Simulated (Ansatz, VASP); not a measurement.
Two plane-wave programs on GaP

```
CELL_PARAMETERS angstrom
0.00000 2.99021 2.33236
2.99021 0.00000 2.33236
2.99021 2.99021 0.00000
ATOMIC_POSITIONS crystal
Ga 0.00000 0.00000 0.00000
P 0.75000 0.75000 0.75000
```

Alike in both runs: task single point; functional PBE; k mesh 10 × 10 × 10; occupations gaussian, width 0.05 eV; no spin polarisation.

|  | VASP | Ansatz |
| --- | --- | --- |
| version | VASP 6.6.1 | Ansatz 0.2.0 |
| potentials or method | VASP PAW PBE potentials, release 64 (Ga_d, P), cutoff 520 eV | scalar-relativistic, plane waves, PAW |
| valence electrons in the cell | 18 | 18 |

VASP gave:

```
gap on the k mesh at the Fermi level (eV)                     : none
pressure (GPa)                                                : -1.3
traceless stress, the component that is largest in VASP (GPa) : 7.31
```

Problem. What did Ansatz give for the same quantities?

Solution. gap on the k mesh at the Fermi level (eV): none; pressure (GPa): -1.3; traceless stress, the component that is largest in VASP (GPa): 7.30.

A gap of «none» marks a metal or a gap that the smearing closes. With one functional, cell and mesh, what is left measures potentials, basis and numerics.
